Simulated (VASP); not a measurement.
A run of VASP 6.6.1 is set up as follows.

INCAR

```
SYSTEM = Ca4AlTl
ALGO = Fast
EDIFF = 1E-6
EDIFFG = -0.04
ENCUT = 600
GGA = PE
IBRION = 2
ISIF = 3
ISMEAR = 0
LASPH = .TRUE.
LCHARG = .FALSE.
LREAL = .FALSE.
LWAVE = .FALSE.
NELM = 60
NSW = 90
PREC = Accurate
SIGMA = 0.1
```

File KPOINTS:

```
k-points
0
G
  4 4 4
  0 0 0
```

The input POSCAR:

```
Ca4AlTl
1.0
    0.0000000000      4.1848012867      4.1848012867
    4.1848012867      0.0000000000      4.1848012867
    4.1848012867      4.1848012867      0.0000000000
Ca Al Tl
4 1 1
Direct
    0.6257700000      0.1226900000      0.6257700000
    0.6257700000      0.6257700000      0.1226900000
    0.6257700000      0.6257700000      0.6257700000
    0.1226900000      0.6257700000      0.6257700000
    0.2500000000      0.2500000000      0.2500000000
    0.0000000000      0.0000000000      0.0000000000
```

Potentials or basis: VASP PAW PBE potentials, release 64 (Ca_sv, Al, Tl_d).

The run is started by

```bash
$ cat potpaw_PBE.64/Ca_sv/POTCAR potpaw_PBE.64/Al/POTCAR potpaw_PBE.64/Tl_d/POTCAR > POTCAR
$ mpirun -np 1 vasp_std > vasp.out
```

(1) Predict the space group after relaxing (to 0.1 Å).

(2) Predict the band gap on the k mesh.

(3) Estimate the relaxed volume.

(4) Estimate the relaxed cell.

Results:

(1) F-43m (No. 216).

(2) zero (bands 28 and 29 overlap by 0.77 eV).

(3) 35.85 Å³/atom.

(4) a = 6.726 Å, b = 6.726 Å, c = 6.726 Å, α = 60.00°, β = 60.00°, γ = 60.00°.

Caveat: the volume moved by over 15 % at a fixed basis, so the end points are rough; spin-orbit coupling is left out, which moves the levels of the heavy elements.
